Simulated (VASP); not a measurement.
# In2O3 (R-3c) in VASP: electric field gradients with LDA

Aim: the electric field gradients of In2O3 with LDA.

All numbers are computed with VASP 6.6.1; they aren't measurements. Logs are shortened: lines on timing, memory, paths and dates and some standing lists are left out, and cuts for length are marked.

## (1) The cell of the first run

The structure is trigonal, space group R-3c (No. 167). The conventional cell has a = 5.487 Å, b = 5.487 Å, c = 14.510 Å, α = 90.00°, β = 90.00°, γ = 120.00°. In (site symmetry 3) has 6 O at 2.12 to 2.26 Å within 2.8 Å. Within 2.8 Å of O (site symmetry 2) lie 4 In at 2.12 to 2.26 Å.

## (2) Electric field gradients, LDA

Contents of INCAR:

```
SYSTEM = In2O3
ALGO = Normal
EDIFF = 1E-8
ENCUT = 520
GGA = CA
ISIF = 2
ISMEAR = -1
LASPH = .TRUE.
LCHARG = .FALSE.
LEFG = .TRUE.
LREAL = .FALSE.
LWAVE = .FALSE.
NBANDS = 55
NELM = 60
PREC = Accurate
SIGMA = 0.02
```

Contents of KPOINTS:

```
k-points
0
G
  7 7 7
  0 0 0
```

Contents of POSCAR:

```
In2O3
1.0
    2.7435000000      1.5839604635      4.8366666667
   -2.7435000000      1.5839604635      4.8366666667
    0.0000000000     -3.1679209270      4.8366666667
In O
4 6
Direct
    0.3579176280      0.3579176280      0.3579176280
    0.1420823720      0.1420823720      0.1420823720
    0.6420823720      0.6420823720      0.6420823720
    0.8579176280      0.8579176280      0.8579176280
    0.5459193591      0.9540806409      0.2500000000
    0.2500000000      0.5459193591      0.9540806409
    0.9540806409      0.2500000000      0.5459193591
    0.4540806409      0.0459193591      0.7500000000
    0.7500000000      0.4540806409      0.0459193591
    0.0459193591      0.7500000000      0.4540806409
```

Potentials or basis: VASP PAW LDA potentials, release 64 (In_d, O).

On the command line:

```console
> cat potpaw_LDA.64/In_d/POTCAR potpaw_LDA.64/O/POTCAR > POTCAR
> mpirun -np 1 vasp_std > vasp.out
```

OUTCAR:

```text
SYSTEM = In2O3
   EDIFF = 1E-8
   ENCUT = 520
   GGA = CA
   ISIF = 2
   ISMEAR = -1
   LASPH = .TRUE.
   LREAL = .FALSE.
   NELM = 60
   PREC = Accurate

 ion  position               nearest neighbor table
   1  0.358  0.358  0.358-   9 2.12   8 2.12  10 2.12   7 2.26   6 2.26   5 2.26   2 3.13   3 3.25
                             3 3.25   3 3.25   2 3.60   2 3.60   2 3.60   4 3.99   4 3.99   4 3.99
   2  0.142  0.142  0.142-  10 2.12   8 2.12   9 2.12   6 2.26   7 2.26   5 2.26   1 3.13   4 3.25
                             4 3.25   4 3.25   1 3.60   1 3.60   1 3.60   3 3.99   3 3.99   3 3.99
   3  0.642  0.642  0.642-   6 2.12   5 2.12   7 2.12  10 2.26   9 2.26   8 2.26   4 3.13   1 3.25
                             1 3.25   1 3.25   4 3.60   4 3.60   4 3.60   2 3.99   2 3.99   2 3.99
   4  0.858  0.858  0.858-   7 2.12   5 2.12   6 2.12   9 2.26  10 2.26   8 2.26   3 3.13   2 3.25
                             2 3.25   2 3.25   3 3.60   3 3.60   3 3.60   1 3.99   1 3.99   1 3.99
   5  0.546  0.954  0.250-   3 2.12   4 2.12   1 2.26   2 2.26
   6  0.250  0.546  0.954-   3 2.12   4 2.12   2 2.26   1 2.26
   7  0.954  0.250  0.546-   4 2.12   3 2.12   1 2.26   2 2.26
   8  0.454  0.046  0.750-   1 2.12   2 2.12   3 2.26   4 2.26
   9  0.750  0.454  0.046-   1 2.12   2 2.12   4 2.26   3 2.26
  10  0.046  0.750  0.454-   2 2.12   1 2.12   3 2.26   4 2.26

  LATTYP: Found a trigonal (rhomboedric) cell.
 ALAT       =     5.7817875648
 COS(alpha) =     0.5496857780

  Lattice vectors:

 A1 = (   2.7435000000,   1.5839604635,   4.8366666667)
 A2 = (  -2.7435000000,   1.5839604635,   4.8366666667)
 A3 = (   0.0000000000,  -3.1679209270,   4.8366666667)

Analysis of symmetry for initial positions (statically):
=====================================================================
 Subroutine PRICEL returns:
 Original cell was already a primitive cell.

 Routine SETGRP: Setting up the symmetry group for a
 trigonal (rhombohedral) supercell.

 Subroutine GETGRP returns: Found 12 space group operations
 (whereof  6 operations were pure point group operations)
 out of a pool of 12 trial point group operations.

The static configuration has the point symmetry S_6 .
 The point group associated with its full space group is D_3d.

Analysis of symmetry for dynamics (positions and initial velocities):
=====================================================================
 Subroutine PRICEL returns:
 Original cell was already a primitive cell.

 Routine SETGRP: Setting up the symmetry group for a
 trigonal (rhombohedral) supercell.

 Subroutine GETGRP returns: Found 12 space group operations
 (whereof  6 operations were pure point group operations)
 out of a pool of 12 trial point group operations.

The dynamic configuration has the point symmetry S_6 .
 The point group associated with its full space group is D_3d.

 Subroutine INISYM returns: Found 12 space group operations
 (whereof  6 operations are pure point group operations),
 and found     1 'primitive' translations

----------------------------------------------------------------------------------------

                                     Primitive cell

  volume of cell :     126.1092

  direct lattice vectors                    reciprocal lattice vectors
     2.743500000  1.583960463  4.836666667     0.182248952  0.105221482  0.068917988
    -2.743500000  1.583960463  4.836666667    -0.182248952  0.105221482  0.068917988
     0.000000000 -3.167920927  4.836666667     0.000000000 -0.210442963  0.068917988

  length of vectors
     5.781787565  5.781787565  5.781787565     0.221440578  0.221440578  0.221440578

  position of ions in fractional coordinates (direct lattice)
     0.357917628  0.357917628  0.357917628
     0.142082372  0.142082372  0.142082372
     0.642082372  0.642082372  0.642082372
     0.857917628  0.857917628  0.857917628
     0.545919359  0.954080641  0.250000000
     0.250000000  0.545919359  0.954080641
     0.954080641  0.250000000  0.545919359
     0.454080641  0.045919359  0.750000000
     0.750000000  0.454080641  0.045919359
     0.045919359  0.750000000  0.454080641

  ion indices of the primitive-cell ions
[... 96 lines left out ...]
   EMIN   =  10.00;   EMAX   =-10.00  energy-range for DOS
   EFERMI =   0.00;   METHOD = LEGACY
   ISMEAR =    -1;   SIGMA  =   0.02  broadening in eV -4-tet -1-fermi 0-gaus
   EFERMI_NEDOS =   21; number of points for ismear=-14 and -15
   IALGO  =     38    algorithm
   IMIX   =      4    mixing-type and parameters
     AMIX     =   0.40;   BMIX     =  1.00
     AMIX_MAG =   1.60;   BMIX_MAG =  1.00
  volume/ion in A,a.u.               =      12.61        85.10
  Fermi-wavevector in a.u.,A,eV,Ry     =   1.452068  2.744010 28.687886  2.108500
  Thomas-Fermi vector in A             =   2.569492
   LORBIT       =      0    0 simple, 1 ext, 2 COOP (PROOUT), +10 PAW based schemes
   GGA     = CA    functional components
   LHFCALC =     F    Hartree Fock is set to
   AEXX    =    0.0000 exact exchange contribution
   IVDW    =     0    specifies the selected vdW correction
   LEPSILON=     F    determine dielectric tensor
   LRPA    =     F    only Hartree local field effects (RPA)
 non-spin polarized calculation
  energy-cutoff  :      520.00
  volume of cell :      126.11
 maximum number of plane-waves:      3417
 NGX is ok and might be reduce to    48
   NGX = 21   NGY = 21   NGZ = 21

 number of electron      88.0000010 magnetization

 Free energy of the ion-electron system (eV)
  ---------------------------------------------------
  ext. energy  EPLUGINS =         0.00000000
  ---------------------------------------------------
  free energy    TOTEN  =       -63.64842698 eV

  energy without entropy =      -63.64842698  energy(sigma->0) =      -63.64842698

 E-fermi :   5.7937     XC(G=0): -11.7583

 val. band max:        5.3102121855   @ k =   0.2857  -0.0000  -0.0000
 cond. band min:       6.4972622871   @ k =   0.0000   0.0000   0.0000
 fundamental gap:      1.1870501016
 Fermi energy:         5.7937115396

 k-point     1 :       0.0000    0.0000    0.0000
  band No.  band energies     occupation
      1     -12.1146      2.00000
      2     -11.1785      2.00000
      3     -11.1785      2.00000
      4     -10.9430      2.00000
      5     -10.9430      2.00000
      6     -10.8540      2.00000
[... 1381 lines left out ...]
     54      15.6232      0.00000
     55      16.0573      0.00000

 [... further k-points ...]
[... 5 lines left out ...]
  --------------------------------------------------------------------------------------
  -------------------------------------------------------------------------------------
  Total       -1.8579711     -1.8579711     -2.4815335      0.0000000      0.0000000     -0.0000000
  in kB      -23.6049355    -23.6049355    -31.5270987      0.0000000      0.0000000     -0.0000000
  external PRESSURE =     -26.2456566 kB  Pullay stress =       0.0000000 kB

 VOLUME and BASIS-vectors are now :
 -----------------------------------------------------------------------------
  energy-cutoff  :      520.00
  volume of cell :      126.11
      direct lattice vectors                 reciprocal lattice vectors
     2.743500000  1.583960463  4.836666667     0.182248952  0.105221482  0.068917988
    -2.743500000  1.583960463  4.836666667    -0.182248952  0.105221482  0.068917988
     0.000000000 -3.167920927  4.836666667     0.000000000 -0.210442963  0.068917988

 POSITION                                       TOTAL-FORCE (eV/Angst)
 -----------------------------------------------------------------------------------
      0.00000      0.00000      5.19338         0.000000      0.000000     -0.140694
      0.00000      0.00000      2.06162         0.000000     -0.000000      0.140694
      0.00000      0.00000      9.31662         0.000000      0.000000      0.140694
      0.00000      0.00000     12.44838         0.000000      0.000000     -0.140694
     -1.11979      1.58396      8.46417        -0.056653      0.000000      0.000000
     -0.81185     -1.76175      8.46417         0.028326     -0.049063      0.000000
      1.93165      0.17779      8.46417         0.028326      0.049063      0.000000
      1.11979     -1.58396      6.04583         0.056653      0.000000      0.000000
      0.81185      1.76175      6.04583        -0.028326      0.049063      0.000000
     -1.93165     -0.17779      6.04583        -0.028326     -0.049063      0.000000
 -----------------------------------------------------------------------------------
    total drift:                                0.000000     -0.000000     -0.000000

  FREE ENERGIE OF THE ION-ELECTRON SYSTEM (eV)
  ---------------------------------------------------
  free  energy   TOTEN  =       -63.6484269802 eV

  energy  without entropy=      -63.6484269802  energy(sigma->0) =      -63.64842698

 Electric field gradients (V/A^2)
---------------------------------------------------------------------
 ion       V_xx      V_yy      V_zz      V_xy      V_xz      V_yz
---------------------------------------------------------------------
   1     -23.607   -23.607    47.214     0.000     0.000     0.000
   2     -23.607   -23.607    47.214    -0.000    -0.000     0.000
   3     -23.607   -23.607    47.214     0.000     0.000     0.000
   4     -23.607   -23.607    47.214     0.000    -0.000     0.000
   5       9.626     6.545   -16.170     0.000    -0.000   -37.114
   6       7.315     8.855   -16.170    -1.334    32.141    18.557
   7       7.315     8.855   -16.170     1.334   -32.141    18.557
   8       9.626     6.545   -16.170    -0.000    -0.000   -37.114
   9       7.315     8.855   -16.170    -1.334    32.141    18.557
  10       7.315     8.855   -16.170     1.334   -32.141    18.557
---------------------------------------------------------------------

 Electric field gradients after diagonalization (V/A^2)
 (convention: |V_zz| > |V_xx| > |V_yy|)
----------------------------------------------------------------------
 ion       V_xx      V_yy      V_zz     asymmetry (V_yy - V_xx)/ V_zz
----------------------------------------------------------------------
   1     -23.607   -23.607    47.214       0.000
   2     -23.607   -23.607    47.214       0.000
   3     -23.607   -23.607    47.214       0.000
   4     -23.607   -23.607    47.214       0.000
   5      34.000     9.626   -43.625       0.559
   6      34.000     9.626   -43.625       0.559
   7      34.000     9.626   -43.625       0.559
   8      34.000     9.626   -43.625       0.559
   9      34.000     9.626   -43.625       0.559
  10      34.000     9.626   -43.625       0.559
----------------------------------------------------------------------

           NMR quadrupolar parameters

 Cq : quadrupolar parameter    Cq=e*Q*V_zz/h
 eta: asymmetry parameters     (V_yy - V_xx)/ V_zz
 Q  : nuclear electric quadrupole moment in mb (millibarn)
----------------------------------------------------------------------
 ion       Cq(MHz)       eta       Q (mb)
----------------------------------------------------------------------
   1       0.114       0.000       1.000
   2       0.114       0.000       1.000
   3       0.114       0.000       1.000
   4       0.114       0.000       1.000
   5      -0.105       0.559       1.000
   6      -0.105       0.559       1.000
   7      -0.105       0.559       1.000
   8      -0.105       0.559       1.000
   9      -0.105       0.559       1.000
  10      -0.105       0.559       1.000
----------------------------------------------------------------------
```

It took 7.1 min on 1 thread of Intel Xeon Platinum 8488C (Sapphire Rapids), shared host; peak memory 0.39 GiB.

Results:

| Property | Result |
| --- | --- |
| Free energy | -63.6484 eV |
| Pressure | -2.6 GPa |
| Largest force | 0.141 eV/Å |
| Band gap on the k mesh | 1.19 eV, indirect (least direct gap 1.23 eV) |

Forces in eV/Å, atoms in the order of the input:
```
In   0.000  0.000 -0.141
In   0.000  0.000  0.141
In   0.000  0.000  0.141
In   0.000  0.000 -0.141
O   -0.057  0.000  0.000
O    0.028 -0.049  0.000
O    0.028  0.049  0.000
O    0.057  0.000  0.000
O   -0.028  0.049  0.000
O   -0.028 -0.049  0.000
```

Electric field gradients, principal values (V/Å²):
```
atom    least   middle  greatest (by size)
1 In  -23.607  -23.607              47.214
2 In  -23.607  -23.607              47.214
3 In  -23.607  -23.607              47.214
4 In  -23.607  -23.607              47.214
 5 O    9.626   34.000             -43.625
 6 O    9.626   34.000             -43.625
 7 O    9.626   34.000             -43.625
 8 O    9.626   34.000             -43.625
 9 O    9.626   34.000             -43.625
10 O    9.626   34.000             -43.625
```

Caveat: without QUAD_EFG the Cq values of the log hold for a quadrupole moment of 1 mb, not for the nuclei; spin-orbit coupling is left out, which moves the levels of the heavy elements. A k mesh can miss the band edges.
